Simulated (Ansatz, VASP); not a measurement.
**BaS: VASP beside Ansatz**

```
Ba S
1.0
     0.00000    3.16149    3.16149
     3.16149    0.00000    3.16149
     3.16149    3.16149    0.00000
Ba S
1 1
Direct
  0.00000 0.00000 0.00000
  0.50000 0.50000 0.50000
```

Change from the starting cell: volume scaled by 0.97.

Alike in both runs: task single point; functional PBE; k mesh 7 × 7 × 7; occupations fermi-dirac, width 0.01 eV; no spin polarisation.

|  | VASP | Ansatz |
| --- | --- | --- |
| version | VASP 6.6.1 | Ansatz 0.2.0 |
| potentials or method | VASP PAW PBE potentials, release 64 (Ba_sv, S), cutoff 520 eV | all-electron LAPW, scalar-relativistic |

Ansatz gave:

| Item | Value |
| --- | --- |
| gap on the k mesh at the Fermi level (eV) | 2.22 |
| pressure (GPa) | 2.3 |

Estimate VASP's values.

gap on the k mesh at the Fermi level (eV): 2.11; pressure (GPa): 3.0.

Ansatz ran all-electron here, and VASP with PAW potentials.

Neither program's run includes spin-orbit coupling.
